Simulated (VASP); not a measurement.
Input of a VASP 6.6.1 run:

File INCAR:

```
SYSTEM = H12C11S10O6
PREC = Accurate ; ENCUT = 910
EDIFF = 1E-6 ; ISMEAR = -1
SIGMA = 0.02 ; LREAL = Auto
LASPH = .TRUE. ; NELM = 120
ALGO = Normal ; ISIF = 2
LWAVE = .FALSE. ; LCHARG = .TRUE.
GGA = PE ; LELF = .TRUE.
LVHAR = .TRUE. ; NBANDS = 101
GGA_COMPAT = .FALSE.
```

File KPOINTS:

```
Automatic mesh
0
G
  1 1 1
  0 0 0
```

The input POSCAR:

```
H12C11S10O6
1.0
    8.8484930000      0.0000000000      0.0000000000
    0.0000000000      8.8484930000      0.0000000000
    0.0000000000      0.0000000000      8.8484930000
S C O H
10 11 6 12
Direct
    0.8864673340      0.4992262524      1.0856650957
    0.9251744902      0.4065098995      0.7469407502
    0.5590104439      0.6732219825      0.8476019589
    0.2925921962      0.5132399381      0.6808730029
    0.4929766006      0.3100188925      0.3143925186
    0.5899309634      0.2022717315     -0.0124540981
    0.0235520331      0.7404763726      0.4452509597
   -0.0820139655      0.9457316630      0.1814320246
    0.6677521246     -0.0246595663      0.6251346981
    0.4993844715     -0.0590609045      0.3266770963
    0.9108556677      0.4557499226      0.9155344306
    0.4235749523      0.5964857519      0.7662773763
    0.5454262099      0.2667007817      0.1466690430
   -0.0405153736      0.8501786688      0.3220322376
    0.5823025458     -0.0488218728      0.4782509293
    0.2645196193      0.6233716860      0.2192689761
    0.0020003406      0.7953105687      0.8761152888
    0.9150258694      0.2407076550      0.3761318453
    0.2325367721      0.0509126243      0.6607113776
    0.1767984673      0.2299035553     -0.0101147167
    0.6915640889      0.5666614643      0.4012886714
    0.2457819654      0.6619206231      0.0911228613
   -0.0745663697      0.9090361489      0.8473194249
    1.0191452940      0.2713456404      0.4575016333
    0.2516812750     -0.0821269791      0.6793021139
    0.1099622275      0.2347066331      0.1076906542
    0.6589257628      0.5810028894      0.5333224539
    0.3661640462      0.6500767984      0.2923548677
    0.1833419544      0.5418436789      0.2699668746
    0.0162513549      0.7579708771      0.9912309362
    0.0351246252      0.7253890578      0.7800424321
    0.9137601171      0.2460305953      0.2535233966
    0.8100136374      0.2147823364      0.4357465164
    0.1232978316      0.1085608589      0.6797089629
    0.3220887444      0.1175680424      0.6162405282
    0.2086117941      0.3213767587     -0.0882975214
    0.2219473983      0.1195570816     -0.0554444695
    0.6339497585      0.6288415440      0.3025825980
    0.7911177643      0.4916204375      0.3719955477
```

Potentials or basis: VASP PAW PBE potentials, release 64 (S, C_h, O_h, H_h).

Command:

```sh
$ cat potpaw_PBE.64/S/POTCAR potpaw_PBE.64/C_h/POTCAR potpaw_PBE.64/O_h/POTCAR potpaw_PBE.64/H_h/POTCAR > POTCAR
$ mpirun -np 1 vasp_gam > vasp.out
```

Question: What does it give for the pressure?

Answer: 1.7 GPa.

Question: Estimate the band gap on the k mesh.

Answer: 2.41 eV.

Question: Estimate the largest force.

Answer: 2.887 eV/Å.

Stress tensor (GPa, compression positive):
```
 1.79  0.54  0.14
 0.54  1.86 -0.39
 0.14 -0.39  1.48
```

Caveat: the k points lie up to 0.71 Å⁻¹ apart; the cutoff is under 1.25 times the usual one of these potentials, so pressure, stress and relaxed cells hold a basis-set (Pulay) error.
